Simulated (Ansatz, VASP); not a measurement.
# One calculation of Cl, two programs

The input INCAR:

```
PREC     = Accurate       # precision mode
ENCUT    = 520            # plane-wave cutoff, eV
EDIFF    = 1E-7           # SCF threshold, eV
ISMEAR   = -1             # smearing method
SIGMA    = 0.02           # smearing width, eV
LREAL    = False          # projectors in reciprocal space
LASPH    = True           # aspherical terms in the spheres
NELM     = 80             # most SCF steps
ALGO     = Normal         # electronic algorithm
ISIF     = 2              # what is computed and relaxed
LWAVE    = False          # write WAVECAR
LCHARG   = True           # write CHGCAR
GGA      = PE             # functional
LELF     = True           # ELF
LVHAR    = True         
NBANDS   = 22             # bands
```

The input KPOINTS:

```
Automatic mesh
0
Gamma
  8 8 4
```

POSCAR

```
Cl
1.0
    3.1252367059     -2.0072450970      0.0000000000
    3.1252367059      2.0072450970      0.0000000000
    0.0000000000      0.0000000000      7.8785382953
Cl
4
Direct
    0.8670600257      0.1329399743      0.6087531761
    0.1329399743      0.8670600257      0.3912468239
    0.6329399743      0.3670600257      0.1087531761
    0.3670600257      0.6329399743      0.8912468239
```

Input for Ansatz:

```yaml
crystal:
  lattice:
    - [3.1252367059, -2.007245097, 0.0]
    - [3.1252367059, 2.007245097, 0.0]
    - [0.0, 0.0, 7.8785382953]
  atoms:
    - { symbol: Cl, position: [0.8670600257, 0.1329399743, 0.6087531761] }
    - { symbol: Cl, position: [0.1329399743, 0.8670600257, 0.3912468239] }
    - { symbol: Cl, position: [0.6329399743, 0.3670600257, 0.1087531761] }
    - { symbol: Cl, position: [0.3670600257, 0.6329399743, 0.8912468239] }
kpoints:
  mp_grid: { grid: [8, 8, 4] }
  band_path:
    path:
      - [0.0, 0.0, 0.0]
      - [0.5, 0.5, 0.0]
      - [0.3531276181, 0.6468723819, 0.0]
      - [-0.3531276181, 0.3531276181, 0.0]
      - [0.0, 0.0, 0.5]
      - [-0.3531276181, 0.3531276181, 0.5]
      - [0.3531276181, 0.6468723819, 0.5]
      - [0.5, 0.5, 0.5]
      - [0.0, 0.5, 0.0]
      - [0.0, 0.5, 0.5]
      - [-0.052083, 0.041667, 0.0]
    npoints: 1
hamiltonian:
  xc: pbe
scf:
  occupations: { method: fermi_dirac, width: 0.02 }
  n_extra_bands: 5
output:
  forces: true
  stress: true
  eigenvalues: true
```

Change from the starting cell: uniaxial_z strain -3.3%.

Alike in both runs: task single point; functional PBE; k mesh 8 × 8 × 4; occupations fermi-dirac, width 0.02 eV; no spin polarisation.

|  | VASP | Ansatz |
| --- | --- | --- |
| version | VASP 6.6.1 | Ansatz 0.2.0 |
| potentials or method | VASP PAW PBE potentials, release 64 (Cl) | plane waves, PAW |
| plane-wave cutoff (eV) | 520 | 420 |
| valence electrons in the cell | 28 | 28 |

|  | VASP | Ansatz | Ansatz less VASP |
| --- | --- | --- | --- |
| gap on the k mesh at the Fermi level (eV) | 2.41 | 2.37 | -0.043 |
| pressure (GPa) | 2.5 | 2.9 | +0.42 |
| traceless stress, the component that is largest in VASP (GPa) | 0.14 | 0.57 | +0.427 |
| rms of the force components (eV/Å) | 0.032 | 0.135 | +0.1024 |

Atom by atom the forces differ by 0.107 eV/Å (rms over components).
